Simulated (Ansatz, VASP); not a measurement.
# Two plane-wave programs on ZnS

```xyz
4
Lattice="3.8110 0.0000 0.0000 -1.9055 3.3004 0.0000 0.0000 0.0000 6.2340" Properties=species:S:1:pos:R:3 pbc="T T T"
Zn    0.0000    2.2003    0.0324
Zn    1.9055    1.1001    3.1494
S     0.0000    2.2003    2.3677
S     1.9055    1.1001    5.4847
```

Alike in both runs: task relaxation of the atoms; functional PBE; k mesh 8 × 8 × 4; occupations gaussian, width 0.05 eV; no spin polarisation.

```csv
,VASP,Ansatz
version,VASP 6.6.1,Ansatz 0.2.0
potentials or method,"VASP PAW PBE potentials, release 64 (Zn, S), cutoff 520 eV","scalar-relativistic, plane waves, PAW"
valence electrons in the cell,36,36
```

Ansatz gave:

- gap on the k mesh at the Fermi level, each at its own relaxed structure (eV): 2.21

Estimate VASP's values.

gap on the k mesh at the Fermi level, each at its own relaxed structure (eV): 2.22.

Ansatz's warnings: stress scf threshold loose.

Noted on VASP's run: the relaxation stopped at its first step, so nothing moved.
